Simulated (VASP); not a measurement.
# SiO2 (Im-3m) in VASP: a series of runs

The runs below take SiO2 through electric field gradients, with PBE, r2SCAN.

Program: VASP 6.6.1. These are calculated values, not measurements. Logs are shortened: lines on timing, memory, paths and dates and some standing lists are left out, and cuts for length are marked.

**1. The cell of the first run**

Symmetry: Im-3m, No. 229, cubic system. The conventional cell has a = 8.939 Å, b = 8.939 Å, c = 8.939 Å, α = 90.00°, β = 90.00°, γ = 90.00°. Within 2.1 Å of Si (site symmetry -4m2) lie 4 O at 1.61 Å. O (site symmetry mm2) has 2 Si at 1.61 Å within 2.1 Å.

**2. Electric field gradients, PBE**

File INCAR:

```
  PREC = Accurate
  ENCUT = 520
  EDIFF = 1E-8
  ISMEAR = -1
  SIGMA = 0.02
  LREAL = Auto
  LASPH = True
  NELM = 60
  ALGO = Normal
  ISIF = 2
  LWAVE = False
  LCHARG = False
  GGA = PE
  LEFG = True
  NBANDS = 63
```

File KPOINTS:

```
Automatic mesh
0
Gamma
  4 4 4
```

File POSCAR:

```
SiO2
1.0
   -4.4696193450      4.4696193450      4.4696193450
    4.4696193450     -4.4696193450      4.4696193450
    4.4696193450      4.4696193450     -4.4696193450
Si O
6 12
Direct
    0.5000000000      0.2500000000      0.7500000000
    0.5000000000      0.7500000000      0.2500000000
    0.2500000000      0.7500000000      0.5000000000
    0.7500000000      0.2500000000      0.5000000000
    0.2500000000      0.5000000000      0.7500000000
    0.7500000000      0.5000000000      0.2500000000
    0.3525239400      0.0000000000      0.6474760600
    0.6474760600      0.6474760600      0.2949521200
    0.3525239400      0.6474760600      0.0000000000
    0.3525239400      0.7050478800      0.3525239400
    0.6474760600      0.2949521200      0.6474760600
    0.0000000000      0.3525239400      0.6474760600
    0.7050478800      0.3525239400      0.3525239400
    0.6474760600      0.3525239400      0.0000000000
    0.0000000000      0.6474760600      0.3525239400
    0.2949521200      0.6474760600      0.6474760600
    0.3525239400      0.3525239400      0.7050478800
    0.6474760600      0.0000000000      0.3525239400
```

Potentials or basis: VASP PAW PBE potentials, release 64 (Si, O).

The run is started by

```bash
$ cat potpaw_PBE.64/Si/POTCAR potpaw_PBE.64/O/POTCAR > POTCAR
$ mpirun -np 1 vasp_std > vasp.out
```

OUTCAR:

```text
PREC = Accurate
   ENCUT = 520
   EDIFF = 1E-8
   ISMEAR = -1
   LREAL = Auto
   LASPH = True
   NELM = 60
   ISIF = 2
   GGA = PE

 ion  position               nearest neighbor table
   1  0.500  0.250  0.750-  11 1.61  17 1.61   7 1.61  14 1.61
   2  0.500  0.750  0.250-   8 1.61  10 1.61  18 1.61   9 1.61
   3  0.250  0.750  0.500-  10 1.61  16 1.61  15 1.61   7 1.61
   4  0.750  0.250  0.500-  11 1.61  13 1.61  12 1.61  18 1.61
   5  0.250  0.500  0.750-  16 1.61  17 1.61  12 1.61   9 1.61
   6  0.750  0.500  0.250-   8 1.61  13 1.61  15 1.61  14 1.61
   7  0.353  0.000  0.647-   1 1.61   3 1.61
   8  0.647  0.647  0.295-   2 1.61   6 1.61
   9  0.353  0.647  0.000-   2 1.61   5 1.61
  10  0.353  0.705  0.353-   2 1.61   3 1.61
  11  0.647  0.295  0.647-   1 1.61   4 1.61
  12  0.000  0.353  0.647-   5 1.61   4 1.61
  13  0.705  0.353  0.353-   4 1.61   6 1.61
  14  0.647  0.353  0.000-   1 1.61   6 1.61
  15  0.000  0.647  0.353-   6 1.61   3 1.61
  16  0.295  0.647  0.647-   3 1.61   5 1.61
  17  0.353  0.353  0.705-   1 1.61   5 1.61
  18  0.647  0.000  0.353-   2 1.61   4 1.61

  LATTYP: Found a body centered cubic cell.
 ALAT       =     8.9392386900

  Lattice vectors:

 A1 = (  -4.4696193450,   4.4696193450,   4.4696193450)
 A2 = (   4.4696193450,  -4.4696193450,   4.4696193450)
 A3 = (   4.4696193450,   4.4696193450,  -4.4696193450)

Analysis of symmetry for initial positions (statically):
=====================================================================
 Subroutine PRICEL returns:
 Original cell was already a primitive cell.

 Routine SETGRP: Setting up the symmetry group for a
 body centered cubic supercell.

 Subroutine GETGRP returns: Found 48 space group operations
 (whereof 48 operations were pure point group operations)
 out of a pool of 48 trial point group operations.

The static configuration has the point symmetry O_h .

Analysis of symmetry for dynamics (positions and initial velocities):
=====================================================================
 Subroutine PRICEL returns:
 Original cell was already a primitive cell.

 Routine SETGRP: Setting up the symmetry group for a
 body centered cubic supercell.

 Subroutine GETGRP returns: Found 48 space group operations
 (whereof 48 operations were pure point group operations)
 out of a pool of 48 trial point group operations.

The dynamic configuration has the point symmetry O_h .

 Subroutine INISYM returns: Found 48 space group operations
 (whereof 48 operations are pure point group operations),
 and found     1 'primitive' translations

----------------------------------------------------------------------------------------

                                     Primitive cell

  volume of cell :     357.1672

  direct lattice vectors                    reciprocal lattice vectors
    -4.469619345  4.469619345  4.469619345     0.000000000  0.111866350  0.111866350
     4.469619345 -4.469619345  4.469619345     0.111866350  0.000000000  0.111866350
     4.469619345  4.469619345 -4.469619345     0.111866350  0.111866350  0.000000000

  length of vectors
     7.741607796  7.741607796  7.741607796     0.158202909  0.158202909  0.158202909

  position of ions in fractional coordinates (direct lattice)
     0.500000000  0.250000000  0.750000000
     0.500000000  0.750000000  0.250000000
     0.250000000  0.750000000  0.500000000
     0.750000000  0.250000000  0.500000000
     0.250000000  0.500000000  0.750000000
     0.750000000  0.500000000  0.250000000
[... 10 lines left out ...]
     0.352523940  0.352523940  0.705047880
     0.647476060  0.000000000  0.352523940

  ion indices of the primitive-cell ions
   primitive index   ion index
                 1           1
                 2           2
                 3           3
                 4           4
                 5           5
                 6           6
[... 10 lines left out ...]
                17          17
                18          18

----------------------------------------------------------------------------------------

 KPOINTS: Automatic mesh

Automatic generation of k-mesh.
[... 27 lines left out ...]
  0.250000  0.250000  0.250000      2.000000
 -0.250000  0.250000  0.250000      6.000000
  0.500000  0.500000  0.250000     12.000000
  0.500000  0.500000  0.500000      1.000000
   k-points           NKPTS =      8   k-points in BZ     NKDIM =      8   number of bands    NBANDS=     63
   number of dos      NEDOS =    301   number of ions     NIONS =     18
   total plane-waves  NPLWV = 216000
   dimension x,y,z NGX =    60 NGY =   60 NGZ =   60
   dimension x,y,z NGXF=   120 NGYF=  120 NGZF=  120
   ions per type =               6  12
   NGX,Y,Z   is equivalent  to a cutoff of  12.88, 12.88, 12.88 a.u.
   NGXF,Y,Z  is equivalent  to a cutoff of  25.77, 25.77, 25.77 a.u.
 SYSTEM =  unknown system
   PREC   = accura    normal or accurate (medium, high low for compatibility)
   ISTART =      0    job   : 0-new  1-cont  2-samecut
   ICHARG =      2    charge: 1-file 2-atom 10-const
   ISPIN  =      1    spin polarized calculation?
   LNONCOLLINEAR =      F non collinear calculations
   LSORBIT =      F    spin-orbit coupling
   LASPH  =      T    aspherical Exc in radial PAW
   ENCUT  =  520.0 eV  38.22 Ry    6.18 a.u.  14.39 14.39 14.39*2*pi/ulx,y,z
   NELM   =     60;   NELMIN=  2; NELMDL= -5     # of ELM steps
   EDIFF  = 0.1E-07   stopping-criterion for ELM
   LREAL  =      T    real-space projection
   EDIFFG = 0.1E-06   stopping-criterion for IOM
   NSW    =      0    number of steps for IOM
   IBRION =     -1    ionic relax: 0-MD 1-quasi-New 2-CG
   NFREE  =      0    steps in history (QN), initial steepest desc. (CG)
   ISIF   =      2    stress and relaxation
   ISYM   =      2    0-nonsym 1-usesym 2-fastsym
   POTIM  = 0.5000    time-step for ionic-motion
   TEBEG  =    0.0;   TEEND  =   0.0 temperature during run
   PSTRESS=    0.0 pullay stress
   NELECT =      96.0000    total number of electrons
   NUPDOWN=      -1.0000    fix difference up-down
   EMIN   =  10.00;   EMAX   =-10.00  energy-range for DOS
   EFERMI =   0.00;   METHOD = LEGACY
   ISMEAR =    -1;   SIGMA  =   0.02  broadening in eV -4-tet -1-fermi 0-gaus
   EFERMI_NEDOS =   21; number of points for ismear=-14 and -15
   IALGO  =     38    algorithm
   IMIX   =      4    mixing-type and parameters
     AMIX     =   0.40;   BMIX     =  1.00
     AMIX_MAG =   1.60;   BMIX_MAG =  1.00
  volume/ion in A,a.u.               =      19.84       133.90
  Fermi-wavevector in a.u.,A,eV,Ry     =   1.056513  1.996519 15.187082  1.116219
  Thomas-Fermi vector in A             =   2.191751
   LORBIT       =      0    0 simple, 1 ext, 2 COOP (PROOUT), +10 PAW based schemes
   GGA     = PE    functional components
   LHFCALC =     F    Hartree Fock is set to
   AEXX    =    0.0000 exact exchange contribution
   IVDW    =     0    specifies the selected vdW correction
   LEPSILON=     F    determine dielectric tensor
   LRPA    =     F    only Hartree local field effects (RPA)
 non-spin polarized calculation
  energy-cutoff  :      520.00
  volume of cell :      357.17
 maximum number of plane-waves:      9693
 NGX is ok and might be reduce to    60
   NGX = 29   NGY = 29   NGZ = 29

 number of electron      96.0000016 magnetization

 Free energy of the ion-electron system (eV)
  ---------------------------------------------------
  ext. energy  EPLUGINS =         0.00000000
  ---------------------------------------------------
  free energy    TOTEN  =      -142.23791649 eV

  energy without entropy =     -142.23791649  energy(sigma->0) =     -142.23791649

 E-fermi :  -1.3584     XC(G=0):  -6.6263

 val. band max:       -1.8512079205   @ k =   0.0000   0.0000   0.0000
 cond. band min:       3.6564288974   @ k =   0.0000   0.0000   0.0000
 fundamental gap:      5.5076368179
 Fermi energy:        -1.3584456077

 k-point     1 :       0.0000    0.0000    0.0000
  band No.  band energies     occupation
      1     -21.3494      2.00000
      2     -20.4470      2.00000
      3     -20.4470      2.00000
      4     -20.4470      2.00000
      5     -20.0015      2.00000
      6     -20.0015      2.00000
[... 493 lines left out ...]
     59       8.5907      0.00000
     60       8.5908      0.00000
 [bands above 60 left out]

------------------------ aborting loop because EDIFF is reached ----------------------------------------

  FORCE on cell =-STRESS in cart. coord.  units (eV):
  Direction    XX          YY          ZZ          XY          YZ          ZX
  --------------------------------------------------------------------------------------
  -------------------------------------------------------------------------------------
  Total        7.2284746      7.2284746      7.2284746      0.0000000     -0.0000000      0.0000000
  in kB       32.4254219     32.4254219     32.4254219      0.0000000     -0.0000000      0.0000000
  external PRESSURE =      32.4254219 kB  Pullay stress =       0.0000000 kB

 VOLUME and BASIS-vectors are now :
 -----------------------------------------------------------------------------
  energy-cutoff  :      520.00
  volume of cell :      357.17
      direct lattice vectors                 reciprocal lattice vectors
    -4.469619345  4.469619345  4.469619345     0.000000000  0.111866350  0.111866350
     4.469619345 -4.469619345  4.469619345     0.111866350  0.000000000  0.111866350
     4.469619345  4.469619345 -4.469619345     0.111866350  0.111866350  0.000000000

 POSITION                                       TOTAL-FORCE (eV/Angst)
 -----------------------------------------------------------------------------------
      2.23481      4.46962      0.00000         0.000000     -0.000000      0.000000
      2.23481      0.00000      4.46962         0.000000     -0.000000      0.000000
      4.46962      0.00000      2.23481         0.000000     -0.000000      0.000000
      0.00000      4.46962      2.23481         0.000000     -0.000000      0.000000
      4.46962      2.23481      0.00000         0.000000     -0.000000      0.000000
      0.00000      2.23481      4.46962         0.000000     -0.000000      0.000000
[... 10 lines left out ...]
      3.15130      3.15130     -0.00000        -0.151130     -0.151130      0.000000
     -1.31832      4.46962      1.31832        -0.151130     -0.000000      0.151130
 -----------------------------------------------------------------------------------
    total drift:                               -0.000000      0.000000     -0.000000

  FREE ENERGIE OF THE ION-ELECTRON SYSTEM (eV)
  ---------------------------------------------------
  free  energy   TOTEN  =      -142.2379164901 eV

  energy  without entropy=     -142.2379164901  energy(sigma->0) =     -142.23791649

 Electric field gradients (V/A^2)
---------------------------------------------------------------------
 ion       V_xx      V_yy      V_zz      V_xy      V_xz      V_yz
---------------------------------------------------------------------
   1      -7.728     3.864     3.864    -0.000    -0.000    -0.000
   2      -7.728     3.864     3.864    -0.000    -0.000    -0.000
   3       3.864     3.864    -7.728    -0.000    -0.000    -0.000
   4       3.864     3.864    -7.728    -0.000    -0.000    -0.000
   5       3.864    -7.728     3.864    -0.000    -0.000    -0.000
   6       3.864    -7.728     3.864    -0.000    -0.000    -0.000
[... 10 lines left out ...]
  17      25.040    25.040   -50.081   -69.034    -0.001    -0.001
  18      25.041   -50.082    25.041    -0.000    69.033    -0.000
---------------------------------------------------------------------

 Electric field gradients after diagonalization (V/A^2)
 (convention: |V_zz| > |V_xx| > |V_yy|)
----------------------------------------------------------------------
 ion       V_xx      V_yy      V_zz     asymmetry (V_yy - V_xx)/ V_zz
----------------------------------------------------------------------
   1       3.864     3.864    -7.728       0.000
   2       3.864     3.864    -7.728       0.000
   3       3.864     3.864    -7.728       0.000
   4       3.864     3.864    -7.728       0.000
   5       3.864     3.864    -7.728       0.000
   6       3.864     3.864    -7.728       0.000
[... 10 lines left out ...]
  17     -50.081   -43.993    94.074       0.065
  18     -50.082   -43.992    94.074       0.065
----------------------------------------------------------------------

           NMR quadrupolar parameters

 Cq : quadrupolar parameter    Cq=e*Q*V_zz/h
 eta: asymmetry parameters     (V_yy - V_xx)/ V_zz
 Q  : nuclear electric quadrupole moment in mb (millibarn)
----------------------------------------------------------------------
 ion       Cq(MHz)       eta       Q (mb)
----------------------------------------------------------------------
   1      -0.019       0.000       1.000
   2      -0.019       0.000       1.000
   3      -0.019       0.000       1.000
   4      -0.019       0.000       1.000
   5      -0.019       0.000       1.000
   6      -0.019       0.000       1.000
[... 10 lines left out ...]
  17       0.227       0.065       1.000
  18       0.227       0.065       1.000
----------------------------------------------------------------------
```

Wall time 12 min (1 thread of Intel Xeon 8259CL, shared host); peak memory 0.51 GiB.

What came out:

```
Free energy                             : -142.2379 eV
Pressure                                : 3.2 GPa
Largest force                           : 0.214 eV/Å
Band gap on the k mesh                  : 5.51 eV
Largest electric field gradient by atom : Si -7.7; O +94.1 V/Å²
```

Forces in eV/Å, atoms in the order of the input:
```
Si   0.000  0.000  0.000
Si   0.000  0.000  0.000
Si   0.000  0.000  0.000
Si   0.000  0.000  0.000
Si   0.000  0.000  0.000
Si   0.000  0.000  0.000
O    0.151  0.000 -0.151
O    0.151  0.151  0.000
O    0.151 -0.151  0.000
O   -0.151  0.000 -0.151
O    0.151  0.000  0.151
O    0.000  0.151 -0.151
O    0.000 -0.151 -0.151
O   -0.151  0.151  0.000
O    0.000 -0.151  0.151
O    0.000  0.151  0.151
O   -0.151 -0.151  0.000
O   -0.151  0.000  0.151
```

Levels at points of the mesh, in eV from the valence-band top:
| k point | band 46 | band 47 | band 48 | band 49 | band 50 | band 51 |
| --- | --- | --- | --- | --- | --- | --- |
| (0.00, 0.00, 0.00) | -0.46 | -0.46 | 0.00 | 5.51 | 8.58 | 8.63 |
| (0.50, 0.00, 0.00) | -0.42 | -0.39 | -0.13 | 6.70 | 6.83 | 8.34 |
| (0.50, 0.50, 0.50) | -0.12 | -0.12 | -0.12 | 7.41 | 7.57 | 7.57 |

Electric field gradients, principal values (V/Å²):
```tsv
atom	least	middle	greatest (by size)
1 Si	3.864	3.864	-7.728
2 Si	3.864	3.864	-7.728
3 Si	3.864	3.864	-7.728
4 Si	3.864	3.864	-7.728
5 Si	3.864	3.864	-7.728
6 Si	3.864	3.864	-7.728
7 O	-43.992	-50.082	94.074
8 O	-43.993	-50.081	94.074
9 O	-43.992	-50.082	94.074
10 O	-43.993	-50.081	94.074
11 O	-43.993	-50.081	94.074
12 O	-43.992	-50.082	94.074
13 O	-43.993	-50.081	94.074
14 O	-43.992	-50.082	94.074
15 O	-43.992	-50.082	94.074
16 O	-43.993	-50.081	94.074
17 O	-43.993	-50.081	94.074
18 O	-43.992	-50.082	94.074
```

Caveat: the cell stands under pressure; without QUAD_EFG the Cq values of the log hold for a quadrupole moment of 1 mb, not for the nuclei.

(Continued in part 2 of 2.)
